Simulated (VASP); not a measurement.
Set up this calculation in VASP 6.6.1, as the native input.

```yaml
Task: single point
Functional: PBE
Potentials_or_basis: VASP PAW PBE potentials, release 64 (Pb_d, F)
Cutoff: 520 eV
k_mesh: 10 × 10 × 10
Occupations: gaussian, width 0.05 eV
Spin: no spin polarisation
Dipole_correction: no
Further_INCAR_settings: ALGO = Normal; EDIFF = 1e-06; NBANDS = 21
```

The structure of PbF2 lies in POSCAR:

```
PbF2
1.0
    2.1210841894      1.2246085277      3.4660246807
   -2.1210841894      1.2246085277      3.4660246807
    0.0000000000     -2.4492170554      3.4660246807
Pb F
1 2
Direct
    0.0000000000      0.0000000000      0.0000000000
    0.2499510902      0.2499510902      0.2499510902
    0.7500489098      0.7500489098      0.7500489098
```

One way to write it, as run:

INCAR

```
PREC = Accurate
ENCUT = 520
EDIFF = 1E-6
ISMEAR = 0
SIGMA = 0.05
LREAL = False
LASPH = True
NELM = 80
ALGO = Normal
ISIF = 2
LWAVE = False
LCHARG = False
GGA = PE
NBANDS = 21
```

KPOINTS

```
Automatic mesh
0
Gamma
  10 10 10
```

Potentials or basis: VASP PAW PBE potentials, release 64 (Pb_d, F).

Launch:

```bash
$ cat potpaw_PBE.64/Pb_d/POTCAR potpaw_PBE.64/F/POTCAR > POTCAR
$ mpirun -np 1 vasp_std > vasp.out
```

It gave:

```json
{"Pressure": "-0.2 GPa", "Band gap on the k mesh": "4.43 eV (least direct gap 4.56 eV)"}
```

Caveat: spin-orbit coupling is left out, which moves the levels of the heavy elements.

Wall time 2.7 min on 1 thread of Oxide Virtual Turin-like Processor, with other jobs on the host, peak memory 0.22 GiB.
